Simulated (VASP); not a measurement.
# Li3Nb2O6 in VASP: single point with PBEsol

Aim: the single point of Li3Nb2O6 with PBEsol.

Everything below comes from runs of VASP 6.6.1. Logs are shortened: lines on timing, memory, paths and dates and some standing lists are left out, and cuts for length are marked.

## 1. The cell of the first run

The cell holds a slab with vacuum, 22 atoms: a = 5.195 Å, b = 5.195 Å, c = 25.119 Å, α = 90.00°, β = 90.00°, γ = 120.00°.

## 2. Single point, PBEsol

INCAR

```
SYSTEM = Li3Nb2O6
PREC = Accurate
ENCUT = 520
EDIFF = 1E-6
ISMEAR = 1
SIGMA = 0.2
LREAL = Auto
LASPH = .TRUE.
NELM = 100
ALGO = Normal
ISIF = 2
LWAVE = .FALSE.
LCHARG = .TRUE.
LDIPOL = .TRUE.
IDIPOL = 3
DIPOL = 0.5 0.5 0.500
GGA = PS
LELF = .TRUE.
LVHAR = .TRUE.
LVACPOTAV = .TRUE.
NBANDS = 88
```

KPOINTS

```
regular mesh
0
G
  6 6 1
  0 0 0
```

POSCAR

```
Li3Nb2O6
1.0
    5.1951977330      0.0000000000      0.0000000000
   -2.5975988665      4.4991732145      0.0000000000
    0.0000000000      0.0000000000     25.1187403668
Li O Nb
6 12 4
Direct
    0.3333333333      0.6666666667      0.2985818513
    0.0000000000      0.0000000000      0.3250081364
    0.0000000000      0.0000000000      0.4867868574
    0.6666666667      0.3333333333      0.5132131426
    0.6666666667      0.3333333333      0.6749918636
    0.3333333333      0.6666666667      0.7014181487
    0.3621923835      0.3790052278      0.3619274348
    0.6209947722      0.9831871558      0.3619274348
    0.0168128442      0.6378076165      0.3619274348
    0.6378076165      0.6209947722      0.4498675591
    0.3790052278      0.0168128442      0.4498675591
    0.9831871558      0.3621923835      0.4498675591
    0.0288590502      0.7123385611      0.5501324409
    0.2876614389      0.3165204891      0.5501324409
    0.6834795109      0.9711409498      0.5501324409
    0.3044742831      0.9543281056      0.6380725652
    0.0456718944      0.3501461776      0.6380725652
    0.6498538224      0.6955257169      0.6380725652
    0.6666666667      0.3333333333      0.3933683848
    0.3333333333      0.6666666667      0.4184266090
    0.3333333333      0.6666666667      0.5815733910
    0.0000000000      0.0000000000      0.6066316152
```

Potentials or basis: VASP PAW PBE potentials, release 64 (Li_sv, O, Nb_sv).

Command:

```bash
> cat potpaw_PBE.64/Li_sv/POTCAR potpaw_PBE.64/O/POTCAR potpaw_PBE.64/Nb_sv/POTCAR > POTCAR
> mpirun -np 1 vasp_std > vasp.out
```

OUTCAR:

```text
SYSTEM = Li3Nb2O6
   PREC = Accurate
   ENCUT = 520
   EDIFF = 1E-6
   ISMEAR = 1
   LREAL = Auto
   LASPH = .TRUE.
   NELM = 100
   ISIF = 2
   GGA = PS

 ion  position               nearest neighbor table
   1  0.333  0.667  0.299-   9 2.24   7 2.24   8 2.24
   2  0.000  0.000  0.325-   9 2.14   7 2.14   8 2.14
   3  0.000  0.000  0.487-  12 2.14  10 2.14  11 2.14  15 2.24  13 2.24  14 2.24
   4  0.667  0.333  0.513-  15 2.14  13 2.14  14 2.14  12 2.24  10 2.24  11 2.24
   5  0.667  0.333  0.675-  17 2.14  16 2.14  18 2.14
   6  0.333  0.667  0.701-  18 2.24  16 2.24  17 2.24
   7  0.362  0.379  0.362-  19 1.89  20 2.12   2 2.14   1 2.24
   8  0.621  0.983  0.362-  19 1.89  20 2.12   2 2.14   1 2.24
   9  0.017  0.638  0.362-  19 1.89  20 2.12   2 2.14   1 2.24
  10  0.638  0.621  0.450-  20 1.89  19 2.12   3 2.14   4 2.24
  11  0.379  0.017  0.450-  20 1.89  19 2.12   3 2.14   4 2.24
  12  0.983  0.362  0.450-  20 1.89  19 2.12   3 2.14   4 2.24
  13  0.029  0.712  0.550-  21 1.89  22 2.12   4 2.14   3 2.24
  14  0.288  0.317  0.550-  21 1.89  22 2.12   4 2.14   3 2.24
  15  0.683  0.971  0.550-  21 1.89  22 2.12   4 2.14   3 2.24
  16  0.304  0.954  0.638-  22 1.89  21 2.12   5 2.14   6 2.24
  17  0.046  0.350  0.638-  22 1.89  21 2.12   5 2.14   6 2.24
  18  0.650  0.696  0.638-  22 1.89  21 2.12   5 2.14   6 2.24
  19  0.667  0.333  0.393-   8 1.89   9 1.89   7 1.89  12 2.12  10 2.12  11 2.12
  20  0.333  0.667  0.418-  11 1.89  12 1.89  10 1.89   9 2.12   7 2.12   8 2.12
  21  0.333  0.667  0.582-  13 1.89  15 1.89  14 1.89  18 2.12  16 2.12  17 2.12
  22  0.000  0.000  0.607-  16 1.89  18 1.89  17 1.89  15 2.12  13 2.12  14 2.12

  LATTYP: Found a hexagonal cell.
 ALAT       =     5.1951977330
 C/A-ratio  =     4.8349921712

  Lattice vectors:

 A1 = (   5.1951977330,   0.0000000000,   0.0000000000)
 A2 = (  -2.5975988665,   4.4991732145,   0.0000000000)
 A3 = (   0.0000000000,   0.0000000000,  25.1187403668)

Analysis of symmetry for initial positions (statically):
=====================================================================
 Subroutine PRICEL returns:
 Original cell was already a primitive cell.

 Routine SETGRP: Setting up the symmetry group for a
 hexagonal supercell.

 Subroutine GETGRP returns: Found  6 space group operations
 (whereof  3 operations were pure point group operations)
 out of a pool of 24 trial point group operations.

The static configuration has the point symmetry C_3 .
 The point group associated with its full space group is S_6 .

Analysis of symmetry for dynamics (positions and initial velocities):
=====================================================================
 Subroutine PRICEL returns:
 Original cell was already a primitive cell.

 Routine SETGRP: Setting up the symmetry group for a
 hexagonal supercell.

 Subroutine GETGRP returns: Found  6 space group operations
 (whereof  3 operations were pure point group operations)
 out of a pool of 24 trial point group operations.

The dynamic configuration has the point symmetry C_3 .
 The point group associated with its full space group is S_6 .

 Subroutine INISYM returns: Found  6 space group operations
 (whereof  3 operations are pure point group operations),
 and found     1 'primitive' translations

----------------------------------------------------------------------------------------

                                     Primitive cell

  volume of cell :     587.1278

  direct lattice vectors                    reciprocal lattice vectors
     5.195197733  0.000000000  0.000000000     0.192485455  0.111131529  0.000000000
    -2.597598866  4.499173214  0.000000000     0.000000000  0.222263059  0.000000000
     0.000000000  0.000000000 25.118740367     0.000000000  0.000000000  0.039810914

  length of vectors
     5.195197733  5.195197733 25.118740367     0.222263059  0.222263059  0.039810914

  position of ions in fractional coordinates (direct lattice)
     0.333333333  0.666666667  0.298581851
     0.000000000  0.000000000  0.325008136
     0.000000000  0.000000000  0.486786857
     0.666666667  0.333333333  0.513213143
     0.666666667  0.333333333  0.674991864
     0.333333333  0.666666667  0.701418149
[... 14 lines left out ...]
     0.333333333  0.666666667  0.581573391
     0.000000000  0.000000000  0.606631615

  ion indices of the primitive-cell ions
   primitive index   ion index
                 1           1
                 2           2
                 3           3
                 4           4
                 5           5
                 6           6
[... 14 lines left out ...]
                21          21
                22          22

----------------------------------------------------------------------------------------

 KPOINTS: regular mesh

Automatic generation of k-mesh.
 Grid dimensions read from file:
 generate k-points for:    6    6    1

 Generating k-lattice:

  Cartesian coordinates                     Fractional coordinates (reciprocal lattice)
     0.032080909  0.018521922  0.000000000     0.166666667  0.000000000  0.000000000
     0.000000000  0.037043843  0.000000000     0.000000000  0.166666667  0.000000000
     0.000000000  0.000000000  0.039810914     0.000000000  0.000000000  1.000000000

  Length of vectors
     0.037043843  0.037043843  0.039810914

  Shift w.r.t. Gamma in fractional coordinates (k-lattice)
     0.000000000  0.000000000  0.000000000

 Subroutine IBZKPT returns following result:
 ===========================================

 Found      8 irreducible k-points:

 Following reciprocal coordinates:
            Coordinates               Weight
  0.000000  0.000000  0.000000      1.000000
  0.166667 -0.000000  0.000000      6.000000
  0.333333 -0.000000  0.000000      6.000000
  0.500000  0.000000  0.000000      3.000000
  0.166667  0.166667  0.000000      6.000000
  0.333333  0.166667  0.000000      6.000000
 -0.333333  0.500000  0.000000      6.000000
  0.333333  0.333333  0.000000      2.000000
   k-points           NKPTS =      8   k-points in BZ     NKDIM =      8   number of bands    NBANDS=     88
   number of dos      NEDOS =    301   number of ions     NIONS =     22
   total plane-waves  NPLWV = 307200
   dimension x,y,z NGX =    40 NGY =   40 NGZ =  192
   dimension x,y,z NGXF=    80 NGYF=   80 NGZF=  384
   ions per type =               6  12   4
   NGX,Y,Z   is equivalent  to a cutoff of  12.80, 12.80, 12.71 a.u.
   NGXF,Y,Z  is equivalent  to a cutoff of  25.60, 25.60, 25.41 a.u.
 SYSTEM =  Li3Nb2O6
   PREC   = accura    normal or accurate (medium, high low for compatibility)
   ISTART =      0    job   : 0-new  1-cont  2-samecut
   ICHARG =      2    charge: 1-file 2-atom 10-const
   ISPIN  =      1    spin polarized calculation?
   LNONCOLLINEAR =      F non collinear calculations
   LSORBIT =      F    spin-orbit coupling
   LASPH  =      T    aspherical Exc in radial PAW
   ENCUT  =  520.0 eV  38.22 Ry    6.18 a.u.   9.66  9.66 46.70*2*pi/ulx,y,z
   NELM   =    100;   NELMIN=  2; NELMDL= -5     # of ELM steps
   EDIFF  = 0.1E-05   stopping-criterion for ELM
   LREAL  =      T    real-space projection
   EDIFFG = 0.1E-04   stopping-criterion for IOM
   NSW    =      0    number of steps for IOM
   IBRION =     -1    ionic relax: 0-MD 1-quasi-New 2-CG
   NFREE  =      0    steps in history (QN), initial steepest desc. (CG)
   ISIF   =      2    stress and relaxation
   ISYM   =      2    0-nonsym 1-usesym 2-fastsym
   POTIM  = 0.5000    time-step for ionic-motion
   TEBEG  =    0.0;   TEEND  =   0.0 temperature during run
   PSTRESS=    0.0 pullay stress
   NELECT =     142.0000    total number of electrons
   NUPDOWN=      -1.0000    fix difference up-down
   EMIN   =  10.00;   EMAX   =-10.00  energy-range for DOS
   EFERMI =   0.00;   METHOD = LEGACY
   ISMEAR =     1;   SIGMA  =   0.20  broadening in eV -4-tet -1-fermi 0-gaus
   EFERMI_NEDOS =   21; number of points for ismear=-14 and -15
   IALGO  =     38    algorithm
   IMIX   =      4    mixing-type and parameters
     AMIX     =   0.40;   BMIX     =  1.00
     AMIX_MAG =   1.60;   BMIX_MAG =  1.00
  volume/ion in A,a.u.               =      26.69       180.10
  Fermi-wavevector in a.u.,A,eV,Ry     =   1.019984  1.927490 14.155060  1.040368
  Thomas-Fermi vector in A             =   2.153528
   LORBIT       =      0    0 simple, 1 ext, 2 COOP (PROOUT), +10 PAW based schemes
   GGA     = PS    functional components
   LHFCALC =     F    Hartree Fock is set to
   AEXX    =    0.0000 exact exchange contribution
   IVDW    =     0    specifies the selected vdW correction
   LEPSILON=     F    determine dielectric tensor
   LRPA    =     F    only Hartree local field effects (RPA)
 non-spin polarized calculation
 Methfessel and Paxton  Order N= 1 SIGMA  =   0.20
  energy-cutoff  :      520.00
  volume of cell :      587.13
 maximum number of plane-waves:     15885
 NGX is ok and might be reduce to    40
   NGX = 19   NGY = 19   NGZ = 93

 dipolmoment           0.000000      0.000000     -0.000000 electrons x Angstroem

 number of electron     141.9999993 magnetization

 dipolmoment           0.000000      0.000000      0.000004 electrons x Angstroem

 Free energy of the ion-electron system (eV)
  ---------------------------------------------------
  ext. energy  EPLUGINS =         0.00000000
  ---------------------------------------------------
  free energy    TOTEN  =      -168.37823600 eV

  energy without entropy =     -168.35346176  energy(sigma->0) =     -168.36997792

 E-fermi :   1.0413     XC(G=0):  -5.3704

 val. band max:        1.0352338824   @ k =   0.5000   0.0000   0.0000
 cond. band min:       1.0456959127   @ k =   0.5000   0.0000   0.0000
 fundamental gap:      0.0104620304
 Fermi energy:         1.0413358699

 k-point     1 :       0.0000    0.0000    0.0000
  band No.  band energies     occupation
      1     -56.6606      2.00000
      2     -56.6605      2.00000
      3     -56.5282      2.00000
      4     -56.5279      2.00000
      5     -46.5365      2.00000
      6     -46.5365      2.00000
[... 75 lines left out ...]
     82       2.2170     -0.00000
     83       2.2614     -0.00000

 k-point     2 :       0.1667   -0.0000    0.0000
  band No.  band energies     occupation
      1     -56.6571      2.00000
      2     -56.6570      2.00000
      3     -56.5318      2.00000
      4     -56.5314      2.00000
      5     -46.5365      2.00000
      6     -46.5364      2.00000
[... 75 lines left out ...]
     82       2.2516     -0.00000
     83       2.2868     -0.00000
[... 428 lines left out ...]
     82       2.4474     -0.00000
     83       2.5113     -0.00000

 k-point     8 :       0.3333    0.3333    0.0000
  band No.  band energies     occupation
      1     -56.6430      2.00000
      2     -56.6429      2.00000
      3     -56.5461      2.00000
      4     -56.5458      2.00000
      5     -46.5364      2.00000
      6     -46.5364      2.00000
[... 75 lines left out ...]
     82       2.4652     -0.00000
     83       2.5367     -0.00000
 [bands above 83 left out]

------------------------ aborting loop because EDIFF is reached ----------------------------------------

  FORCE on cell =-STRESS in cart. coord.  units (eV):
  Direction    XX          YY          ZZ          XY          YZ          ZX
  --------------------------------------------------------------------------------------
  -------------------------------------------------------------------------------------
  Total        1.6500450      1.6500450     -1.8450276      0.0000003     -0.0000000      0.0000000
  in kB        4.5027072      4.5027072     -5.0347834      0.0000009     -0.0000000      0.0000000
  external PRESSURE =       1.3235437 kB  Pullay stress =       0.0000000 kB

 VOLUME and BASIS-vectors are now :
 -----------------------------------------------------------------------------
  energy-cutoff  :      520.00
  volume of cell :      587.13
      direct lattice vectors                 reciprocal lattice vectors
     5.195197733  0.000000000  0.000000000     0.192485455  0.111131529  0.000000000
    -2.597598866  4.499173214  0.000000000     0.000000000  0.222263059  0.000000000
     0.000000000  0.000000000 25.118740367     0.000000000  0.000000000  0.039810914

 POSITION                                       TOTAL-FORCE (eV/Angst)
 -----------------------------------------------------------------------------------
     -0.00000      2.99945      7.50000         0.000000     -0.000000      0.856561
      0.00000      0.00000      8.16379         0.000000      0.000000      0.912452
      0.00000      0.00000     12.22747         0.000000     -0.000000      0.042250
      2.59760      1.49972     12.89127         0.000000     -0.000000     -0.042250
      2.59760      1.49972     16.95495         0.000000     -0.000000     -0.912452
     -0.00000      2.99945     17.61874         0.000000      0.000000     -0.856561
[... 14 lines left out ...]
     -0.00000      2.99945     14.60839         0.000000      0.000000     -0.559261
      0.00000      0.00000     15.23782         0.000000      0.000000     -1.387756
 -----------------------------------------------------------------------------------
    total drift:                                0.000002     -0.000001      0.000359

  FREE ENERGIE OF THE ION-ELECTRON SYSTEM (eV)
  ---------------------------------------------------
  free  energy   TOTEN  =      -168.3782359991 eV

  energy  without entropy=     -168.3534617604  energy(sigma->0) =     -168.36997792

 vacuum level on the upper side and lower side of the slab         4.421         4.421
```

Wall time 11 min (1 thread of AMD EPYC 7R13 (Zen 3), shared host); peak memory 0.74 GiB.

Results:

- Free energy: -168.3782 eV
- Largest force: 1.388 eV/Å
- Band gap on the k mesh: zero (band 71 reaches 1.12 eV, above the bottom of band 72 at 0.53 eV)

Forces on the atoms (eV/Å):
```
Li   0.000  0.000  0.857
Li   0.000  0.000  0.912
Li   0.000  0.000  0.042
Li   0.000  0.000 -0.042
Li   0.000  0.000 -0.912
Li   0.000  0.000 -0.857
O   -0.472 -0.170 -1.184
O    0.383 -0.324 -1.184
O    0.089  0.494 -1.184
O    0.121 -0.007 -0.046
O   -0.054  0.108 -0.046
O   -0.066 -0.101 -0.046
O   -0.121  0.007  0.046
O    0.054 -0.108  0.046
O    0.066  0.101  0.046
O    0.472  0.170  1.184
O   -0.383  0.324  1.184
O   -0.089 -0.494  1.184
Nb   0.000  0.000  1.388
Nb   0.000  0.000  0.559
Nb   0.000  0.000 -0.559
Nb   0.000  0.000 -1.388
```

Caveat: the cutoff is under 1.25 times the usual one of these potentials, so pressure, stress and relaxed cells hold a basis-set (Pulay) error; the PAW data sets were made with another functional, which shifts forces and pressure a little.
